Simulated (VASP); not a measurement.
Pd:

```
CELL_PARAMETERS angstrom
-1.60312 1.60312 1.60312
1.60312 -1.60312 1.60312
1.60312 1.60312 -1.60312
ATOMIC_POSITIONS crystal
Pd 0.00000 0.00000 0.00000
```

This isn't the form of Pd at room conditions, which is fcc.

Base run:

```yaml
Program: VASP 6.6.1
Functional: PBE0
Potentials_or_basis: VASP PAW PBE potentials, release 64 (Pd)
Cutoff: 520 eV
k_mesh: 8 × 8 × 8
Occupations: fermi-dirac, width 0.05 eV
Spin: no spin polarisation
```

Its results: band gap on the k mesh zero (bands 5 and 6 overlap by 2.60 eV); pressure -11.2 GPa.

Q: The run is repeated on the same cell with these changes: k mesh from 8 × 8 × 8 to 6 × 6 × 6; further incar settings from ALGO = Normal; EDIFF = 1e-07; NBANDS = 11 to ALGO = Normal; EDIFF = 1e-06; NBANDS = 11. What comes out?

A: Band gap on the k mesh zero (bands 5 and 6 overlap by 2.67 eV); pressure -13.8 GPa.

Caveats: some runs use coarse meshes; the PAW data sets were made with another functional, which shifts forces and pressure a little; the cell stands under tension (at least some runs).
